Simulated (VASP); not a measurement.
# Te (P6/mmm) in VASP: a series of runs

Runs on Te. Level: PBE. Tasks: single point, relaxation of cell and atoms.

Everything below comes from runs of VASP 6.6.1. Logs are shortened: lines on timing, memory, paths and dates and some standing lists are left out, and cuts for length are marked.

### Step 1. The cell of the first run

The structure is hexagonal, space group P6/mmm (No. 191). Conventional cell: a = 3.358 Å, b = 3.358 Å, c = 3.086 Å, α = 90.00°, β = 90.00°, γ = 120.00°. Within 4.1 Å of Te (site symmetry 6/mmm) lie 8 Te at 3.09 to 3.36 Å.

This isn't the form of Te at room conditions, which is trigonal, of chains.

### Step 2. Single point, PBE

INCAR reads:

```
SYSTEM = Te
PREC = Accurate
ENCUT = 520
EDIFF = 1E-7
ISMEAR = -1
SIGMA = 0.08
LREAL = .False.
LASPH = .True.
NELM = 80
ALGO = Normal
ISIF = 2
LWAVE = .False.
LCHARG = .False.
GGA = PE
NBANDS = 9
```

KPOINTS reads:

```
regular mesh
0
Gamma
  13 13 12
  0 0 0
```

POSCAR reads:

```
Te
1.0
    3.3577220681      0.0000000000      0.0000000000
   -1.6788610340      2.9078726098      0.0000000000
    0.0000000000      0.0000000000      3.0860473898
Te
1
Direct
    0.0000000000      0.0000000000      0.0000000000
```

Potentials or basis: VASP PAW PBE potentials, release 64 (Te).

Launch:

```sh
> cat potpaw_PBE.64/Te/POTCAR > POTCAR
> mpirun -np 1 vasp_std > vasp.out
```

OUTCAR:

```text
SYSTEM = Te
   PREC = Accurate
   ENCUT = 520
   EDIFF = 1E-7
   ISMEAR = -1
   LREAL = .False.
   LASPH = .True.
   NELM = 80
   ISIF = 2
   GGA = PE

 ion  position               nearest neighbor table
   1  0.000  0.000  0.000-

  LATTYP: Found a hexagonal cell.
 ALAT       =     3.3577220681
 C/A-ratio  =     0.9190895873

  Lattice vectors:

 A1 = (   3.3577220681,   0.0000000000,   0.0000000000)
 A2 = (  -1.6788610340,   2.9078726098,   0.0000000000)
 A3 = (   0.0000000000,   0.0000000000,   3.0860473898)

Analysis of symmetry for initial positions (statically):
=====================================================================
 Subroutine PRICEL returns:
 Original cell was already a primitive cell.

 Routine SETGRP: Setting up the symmetry group for a
 hexagonal supercell.

 Subroutine GETGRP returns: Found 24 space group operations
 (whereof 24 operations were pure point group operations)
 out of a pool of 24 trial point group operations.

The static configuration has the point symmetry D_6h.

Analysis of symmetry for dynamics (positions and initial velocities):
=====================================================================
 Subroutine PRICEL returns:
 Original cell was already a primitive cell.

 Routine SETGRP: Setting up the symmetry group for a
 hexagonal supercell.

 Subroutine GETGRP returns: Found 24 space group operations
 (whereof 24 operations were pure point group operations)
 out of a pool of 24 trial point group operations.

The dynamic configuration has the point symmetry D_6h.

 Subroutine INISYM returns: Found 24 space group operations
 (whereof 24 operations are pure point group operations),
 and found     1 'primitive' translations

----------------------------------------------------------------------------------------

                                     Primitive cell

  volume of cell :      30.1316

  direct lattice vectors                    reciprocal lattice vectors
     3.357722068  0.000000000  0.000000000     0.297820957  0.171947010  0.000000000
    -1.678861034  2.907872610  0.000000000     0.000000000  0.343894020  0.000000000
     0.000000000  0.000000000  3.086047390     0.000000000  0.000000000  0.324039094

  length of vectors
     3.357722068  3.357722068  3.086047390     0.343894020  0.343894020  0.324039094

  position of ions in fractional coordinates (direct lattice)
     0.000000000  0.000000000  0.000000000

  ion indices of the primitive-cell ions
   primitive index   ion index
                 1           1

----------------------------------------------------------------------------------------

 KPOINTS: regular mesh

Automatic generation of k-mesh.
 Grid dimensions read from file:
 generate k-points for:   13   13   12

 Generating k-lattice:

  Cartesian coordinates                     Fractional coordinates (reciprocal lattice)
     0.022909304  0.013226693  0.000000000     0.076923077  0.000000000  0.000000000
     0.000000000  0.026453386  0.000000000     0.000000000  0.076923077  0.000000000
     0.000000000  0.000000000  0.027003258     0.000000000  0.000000000  0.083333333

  Length of vectors
     0.026453386  0.026453386  0.027003258

  Shift w.r.t. Gamma in fractional coordinates (k-lattice)
     0.000000000  0.000000000  0.000000000

 Subroutine IBZKPT returns following result:
 ===========================================

 Found    147 irreducible k-points:

 Following reciprocal coordinates:
            Coordinates               Weight
  0.000000  0.000000  0.000000      1.000000
  0.076923 -0.000000  0.000000      6.000000
  0.153846 -0.000000  0.000000      6.000000
  0.230769  0.000000  0.000000      6.000000
  0.307692 -0.000000  0.000000      6.000000
  0.384615  0.000000  0.000000      6.000000
[... 16 lines left out ...]
  0.076923 -0.000000  0.083333     12.000000
  0.153846 -0.000000  0.083333     12.000000
 [... further k-points ...]
   k-points           NKPTS =    147   k-points in BZ     NKDIM =    147   number of bands    NBANDS=      9
   number of dos      NEDOS =    301   number of ions     NIONS =      1
   total plane-waves  NPLWV =  18816
   dimension x,y,z NGX =    28 NGY =   28 NGZ =   24
   dimension x,y,z NGXF=    56 NGYF=   56 NGZF=   48
   ions per type =               1
   NGX,Y,Z   is equivalent  to a cutoff of  13.86, 13.86, 12.93 a.u.
   NGXF,Y,Z  is equivalent  to a cutoff of  27.73, 27.73, 25.86 a.u.
 SYSTEM =  Te
   PREC   = accura    normal or accurate (medium, high low for compatibility)
   ISTART =      0    job   : 0-new  1-cont  2-samecut
   ICHARG =      2    charge: 1-file 2-atom 10-const
   ISPIN  =      1    spin polarized calculation?
   LNONCOLLINEAR =      F non collinear calculations
   LSORBIT =      F    spin-orbit coupling
   LASPH  =      T    aspherical Exc in radial PAW
   ENCUT  =  520.0 eV  38.22 Ry    6.18 a.u.   6.24  6.24  5.74*2*pi/ulx,y,z
   NELM   =     80;   NELMIN=  2; NELMDL= -5     # of ELM steps
   EDIFF  = 0.1E-06   stopping-criterion for ELM
   LREAL  =      F    real-space projection
   EDIFFG = 0.1E-05   stopping-criterion for IOM
   NSW    =      0    number of steps for IOM
   IBRION =     -1    ionic relax: 0-MD 1-quasi-New 2-CG
   NFREE  =      0    steps in history (QN), initial steepest desc. (CG)
   ISIF   =      2    stress and relaxation
   ISYM   =      2    0-nonsym 1-usesym 2-fastsym
   POTIM  = 0.5000    time-step for ionic-motion
   TEBEG  =    0.0;   TEEND  =   0.0 temperature during run
   PSTRESS=    0.0 pullay stress
   NELECT =       6.0000    total number of electrons
   NUPDOWN=      -1.0000    fix difference up-down
   EMIN   =  10.00;   EMAX   =-10.00  energy-range for DOS
   EFERMI =   0.00;   METHOD = LEGACY
   ISMEAR =    -1;   SIGMA  =   0.08  broadening in eV -4-tet -1-fermi 0-gaus
   EFERMI_NEDOS =   21; number of points for ismear=-14 and -15
   IALGO  =     38    algorithm
   IMIX   =      4    mixing-type and parameters
     AMIX     =   0.40;   BMIX     =  1.00
     AMIX_MAG =   1.60;   BMIX_MAG =  1.00
  volume/ion in A,a.u.               =      30.13       203.34
  Fermi-wavevector in a.u.,A,eV,Ry     =   0.955985  1.806549 12.434460  0.913907
  Thomas-Fermi vector in A             =   2.084872
   LORBIT       =      0    0 simple, 1 ext, 2 COOP (PROOUT), +10 PAW based schemes
   GGA     = PE    functional components
   LHFCALC =     F    Hartree Fock is set to
   AEXX    =    0.0000 exact exchange contribution
   IVDW    =     0    specifies the selected vdW correction
   LEPSILON=     F    determine dielectric tensor
   LRPA    =     F    only Hartree local field effects (RPA)
 non-spin polarized calculation
  energy-cutoff  :      520.00
  volume of cell :       30.13
 maximum number of plane-waves:       851
 NGX is ok and might be reduce to    28
   NGX = 13   NGY = 13   NGZ = 11

 number of electron       6.0000000 magnetization

 Free energy of the ion-electron system (eV)
  ---------------------------------------------------
  ext. energy  EPLUGINS =         0.00000000
  ---------------------------------------------------
  free energy    TOTEN  =        -2.93466020 eV

  energy without entropy =       -2.91925631  energy(sigma->0) =       -2.92695825

 E-fermi :   7.2841     XC(G=0):  -9.7296

 val. band max:        7.2827079976   @ k =   0.3077   0.1538   0.5000
 cond. band min:       7.3001608830   @ k =   0.2308   0.0769   0.0000
 fundamental gap:      0.0174528854
 Fermi energy:         7.2841480340

 k-point     1 :       0.0000    0.0000    0.0000
  band No.  band energies     occupation
      1      -6.5639      2.00000
      2       9.1516      0.00000
      3       9.2362      0.00000
      4       9.2362      0.00000
      5      13.6666      0.00000
      6      15.0378      0.00000
      7      16.4312      0.00000
      8      16.4312      0.00000
      9      17.8031      0.00000

 k-point     2 :       0.0769   -0.0000    0.0000
  band No.  band energies     occupation
      1      -6.4753      2.00000
      2       8.4629      0.00000
      3       9.0482      0.00000
      4       9.2322      0.00000
      5      13.8870      0.00000
      6      15.2577      0.00000
      7      15.8877      0.00000
      8      16.7915      0.00000
      9      19.1258      0.00000

 k-point     3 :       0.1538   -0.0000    0.0000
  band No.  band energies     occupation
      1      -6.2136      2.00000
      2       6.8622      1.98980
      3       8.5904      0.00000
      4       9.4664      0.00000
      5      13.9889      0.00000
      6      14.5413      0.00000
      7      17.2378      0.00000
      8      17.7645      0.00000
      9      21.3096      0.00000

 k-point     4 :       0.2308    0.0000    0.0000
  band No.  band energies     occupation
      1      -5.7953      2.00000
      2       5.1204      2.00000
      3       8.0522      0.00014
      4       9.8287      0.00000
      5      13.2801      0.00000
      6      14.8388      0.00000
      7      18.9804      0.00000
      8      19.1569      0.00000
      9      21.8239      0.00000

 k-point     5 :       0.3077   -0.0000    0.0000
  band No.  band energies     occupation
      1      -5.2591      2.00000
      2       3.5044      2.00000
      3       7.5691      0.05521
      4      10.2673      0.00000
      5      12.6488      0.00000
      6      15.4315      0.00000
      7      20.2915      0.00000
      8      20.4901      0.00000
      9      20.8251      0.00000

 k-point     6 :       0.3846    0.0000    0.0000
  band No.  band energies     occupation
      1      -4.6942      2.00000
      2       2.1894      2.00000
      3       7.2162      1.40074
      4      10.6909      0.00000
      5      12.2274      0.00000
      6      16.1747      0.00000
      7      19.4520      0.00000
      8      19.7402      0.00000
      9      22.6785      0.00000
[... 169 lines left out ...]
 k-point    21 :       0.3077    0.3077    0.0000
  band No.  band energies     occupation
      1      -3.8745      2.00000
      2       2.4112      2.00000
      3       3.2042      2.00000
      4      11.2794      0.00000
      5      17.3482      0.00000
      6      18.3074      0.00000
      7      19.1672      0.00000
      8      19.6767      0.00000
      9      20.2318      0.00000

 k-point    22 :       0.0000    0.0000    0.0833
  band No.  band energies     occupation
      1      -6.4697      2.00000
      2       8.0846      0.00009
      3       9.3218      0.00000
      4       9.3218      0.00000
      5      14.3524      0.00000
      6      15.6724      0.00000
      7      16.5135      0.00000
      8      16.5135      0.00000
      9      17.8942      0.00000

 k-point    23 :       0.0769   -0.0000    0.0833
  band No.  band energies     occupation
      1      -6.3810      2.00000
      2       8.1579      0.00004
      3       8.5627      0.00000
      4       9.1339      0.00000
      5      14.7372      0.00000
      6      15.5890      0.00000
      7      16.0921      0.00000
      8      16.8731      0.00000
      9      19.2119      0.00000

 k-point    24 :       0.1538   -0.0000    0.0833
  band No.  band energies     occupation
      1      -6.1192      2.00000
      2       6.9479      1.97053
      3       8.4180      0.00000
      4       8.6764      0.00000
      5      14.2420      0.00000
      6      15.5357      0.00000
      7      17.3031      0.00000
      8      17.8442      0.00000
      9      21.3647      0.00000

 [... further k-points ...]

------------------------ aborting loop because EDIFF is reached ----------------------------------------

  FORCE on cell =-STRESS in cart. coord.  units (eV):
  Direction    XX          YY          ZZ          XY          YZ          ZX
  --------------------------------------------------------------------------------------
  -------------------------------------------------------------------------------------
  Total        0.2911791      0.2911791      0.2869798      0.0000000      0.0000000      0.0000000
  in kB       15.4827484     15.4827484     15.2594603      0.0000000      0.0000000      0.0000000
  external PRESSURE =      15.4083190 kB  Pullay stress =       0.0000000 kB

 VOLUME and BASIS-vectors are now :
 -----------------------------------------------------------------------------
  energy-cutoff  :      520.00
  volume of cell :       30.13
      direct lattice vectors                 reciprocal lattice vectors
     3.357722068  0.000000000  0.000000000     0.297820957  0.171947010  0.000000000
    -1.678861034  2.907872610  0.000000000     0.000000000  0.343894020  0.000000000
     0.000000000  0.000000000  3.086047390     0.000000000  0.000000000  0.324039094

 POSITION                                       TOTAL-FORCE (eV/Angst)
 -----------------------------------------------------------------------------------
      0.00000      0.00000      0.00000        -0.000000      0.000000      0.000000
 -----------------------------------------------------------------------------------
    total drift:                                0.000000      0.000000      0.000000

  FREE ENERGIE OF THE ION-ELECTRON SYSTEM (eV)
  ---------------------------------------------------
  free  energy   TOTEN  =        -2.9346602009 eV

  energy  without entropy=       -2.9192563086  energy(sigma->0) =       -2.92695825
```

Wall time 22 s (1 thread of AMD EPYC 9R45 (Zen 5), shared host); peak memory 0.14 GiB.

What came out:

| Quantity | Value |
| --- | --- |
| Free energy | -2.9347 eV |
| Pressure | 1.5 GPa |
| Band gap on the k mesh | zero (bands 3 and 4 overlap by 5.99 eV) |

Levels at points of the mesh, in eV from the Fermi level:
| k point | band 1 | band 2 | band 3 | band 4 | band 5 | band 6 | band 7 | band 8 |
| --- | --- | --- | --- | --- | --- | --- | --- | --- |
| (0.00, 0.00, 0.00) | -13.85 | 1.87 | 1.95 | 1.95 | 6.38 | 7.75 | 9.15 | 9.15 |
| (0.00, 0.00, 0.50) | -11.74 | -6.32 | 3.56 | 3.56 | 10.28 | 10.92 | 11.17 | 11.17 |

Caveat: spin-orbit coupling is left out, which moves the levels of the heavy elements.

### Step 3. Relaxation of cell and atoms, PBE, target pressure 1.6 GPa, at which the enthalpy is minimised

This run uses another cell than the first one, of 28.90 Å³/atom.

INCAR reads:

```
  ALGO = Normal
  EDIFF = 1E-6
  EDIFFG = -0.005
  ENCUT = 600
  GGA = PE
  IBRION = 2
  ISIF = 3
  ISMEAR = -1
  LASPH = T
  LCHARG = F
  LREAL = F
  LWAVE = F
  NELM = 80
  NSW = 60
  PREC = Accurate
  PSTRESS = 16.0
  SIGMA = 0.08
```

KPOINTS reads:

```
k-points
0
Gamma
  13 13 12
```

POSCAR reads:

```
Te
1.0
    3.2865807370      0.0000000000      0.0000000000
   -1.6432903685      2.8462624098      0.0000000000
    0.0000000000      0.0000000000      3.0893858928
Te
1
Direct
    0.0000000000      0.0000000000      0.0000000000
```

Potentials or basis: VASP PAW PBE potentials, release 64 (Te).

Launch:

```sh
> cat potpaw_PBE.64/Te/POTCAR > POTCAR
> mpirun -np 1 vasp_std > vasp.out
```

Run time: 54 s. Hardware: 1 thread of AMD EPYC 9R45 (Zen 5), shared host; peak memory 0.16 GiB.

Results (log left out):

```yaml
Free_energy: -2.9344 eV
Relaxed_volume: 30.11 Å³/atom
Relaxed_cell: a = 3.357 Å, b = 3.357 Å, c = 3.085 Å, α = 90.00°, β = 90.00°, γ = 120.00°
Space_group_after_relaxing_to_0.1_Å: P6/mmm (No. 191)
Energy_change_on_relaxing_the_run_minimises_the_enthalpy: -23.4 meV/atom
Ionic_steps: 6
Pressure_after_relaxing: 1.6 GPa
Band_gap_on_the_k_mesh: zero (bands 3 and 4 overlap by 5.99 eV)
```

Step by step:
```tsv
step	energy change (eV)	largest force (eV/Å)	pressure (GPa)	volume (Å³)
1	0.0000	0.0000	4.10	28.90
2	-0.0271	0.0000	0.23	30.82
3	-0.0230	0.0000	1.42	30.15
4	-0.0231	0.0000	1.62	30.08
5	-0.0230	0.0000	1.66	30.07
6	-0.0234	0.0000	1.58	30.11
```

Final structure:
```yaml
crystal:
  lattice:
    - [3.35709, 0.00000, 0.00000]
    - [-1.67855, 2.90733, 0.00000]
    - [0.00000, 0.00000, 3.08524]
  atoms:
    - { symbol: Te, position: [0.00000, 0.00000, 0.00000] }
```

Levels at points of the mesh, in eV from the Fermi level:
| k point | band 1 | band 2 | band 3 | band 4 | band 5 | band 6 | band 7 |
| --- | --- | --- | --- | --- | --- | --- | --- |
| (0.00, 0.00, 0.00) | -13.85 | 1.87 | 1.95 | 1.95 | 6.38 | 7.76 | 9.15 |
| (0.00, 0.00, 0.50) | -11.75 | -6.32 | 3.57 | 3.57 | 10.28 | 10.93 | 11.18 |

Caveat: the cell is relaxed towards a set pressure, so the run minimises the enthalpy, not the energy; spin-orbit coupling is left out, which moves the levels of the heavy elements.

### Step 4. Relaxation of cell and atoms, PBE, target pressure 1.6 GPa, at which the enthalpy is minimised

INCAR reads:

```
ALGO = Normal
EDIFF = 1E-6
EDIFFG = -0.005
ENCUT = 600
GGA = PE
IBRION = 2
ISIF = 3
ISMEAR = -1
LASPH = T
LCHARG = F
LREAL = F
LWAVE = F
NELM = 100
NSW = 32
PREC = Accurate
PSTRESS = 16.0
SIGMA = 0.08
```

KPOINTS is that of step 3.

POSCAR reads:

```
Te
1.0
    3.3577220681      0.0000000000      0.0000000000
   -1.6788610340      2.9078726098      0.0000000000
    0.0000000000      0.0000000000      3.0860473898
Te
1
Direct
    0.0000000000      0.0000000000      0.0000000000
```

Launch:

```sh
> cat potpaw_PBE.64/Te/POTCAR > POTCAR
> mpirun -np 1 vasp_std > vasp.out
```

Wall time 25 s (1 thread of AMD EPYC 9R45 (Zen 5), shared host); peak memory 0.15 GiB.

It converged, with:

| Property | Result |
| --- | --- |
| Free energy | -2.9344 eV |
| Relaxed volume | 30.10 Å³/atom |
| Relaxed cell | a = 3.357 Å, b = 3.357 Å, c = 3.085 Å, α = 90.00°, β = 90.00°, γ = 120.00° |
| Space group after relaxing (to 0.1 Å) | P6/mmm (No. 191) |
| Energy change on relaxing (the run minimises the enthalpy) | +0.3 meV/atom |
| Ionic steps | 3 |
| Pressure after relaxing | 1.6 GPa |
| Band gap on the k mesh | zero (bands 3 and 4 overlap by 6.00 eV) |

Step by step:
```csv
step,energy change (eV),largest force (eV/Å),pressure (GPa),volume (Å³)
1,0.0000,0.0000,1.53,30.13
2,0.0006,0.0000,1.65,30.07
3,0.0003,0.0000,1.60,30.10
```

Final structure:
```xyz
1
Lattice="3.3565 0.0000 0.0000 -1.6783 2.9068 0.0000 0.0000 0.0000 3.0849" Properties=species:S:1:pos:R:3 pbc="T T T"
Te   -1.6783    2.9068    0.0000
```

Levels at points of the mesh, in eV from the Fermi level:
```
           k point  band 1  band 2  band 3  band 4  band 5  band 6  band 7
(0.00, 0.00, 0.00)  -13.86    1.87    1.96    1.96    6.38    7.76    9.15
(0.00, 0.00, 0.50)  -11.75   -6.33    3.57    3.57   10.28   10.93   11.18
```

Caveat: the cell is relaxed towards a set pressure, so the run minimises the enthalpy, not the energy; spin-orbit coupling is left out, which moves the levels of the heavy elements.

### Step 5. The runs side by side

| task | cell | cutoff (eV) | gap on the mesh (eV) | pressure (GPa) |
| --- | --- | --- | --- | --- |
| single point | a = 3.358, b = 3.358, c = 3.086 Å, angles 90.0, 90.0, 120.0°, 1 atom | 520 | none | 1.5 |
| relaxation of cell and atoms | relaxed to 1.6 GPa from a = 3.287, b = 3.287, c = 3.089 Å, angles 90.0, 90.0, 120.0°, 1 atom | 600 | none | 1.6 |
| relaxation of cell and atoms | relaxed to 1.6 GPa from a = 3.358, b = 3.358, c = 3.086 Å, angles 90.0, 90.0, 120.0°, 1 atom | 600 | none | 1.6 |

Alike in all rows: level PBE; potentials or basis VASP PAW PBE potentials, release 64 (Te); no spin polarisation; k mesh 13 × 13 × 12; smearing fermi-dirac 0.08 eV.

Caveats: spin-orbit coupling is left out, which moves the levels of the heavy elements; the cell is relaxed towards a set pressure, so the run minimises the enthalpy, not the energy (at least some runs).

Total energies depend on the potentials used, so only differences within one code and one set of settings carry meaning.
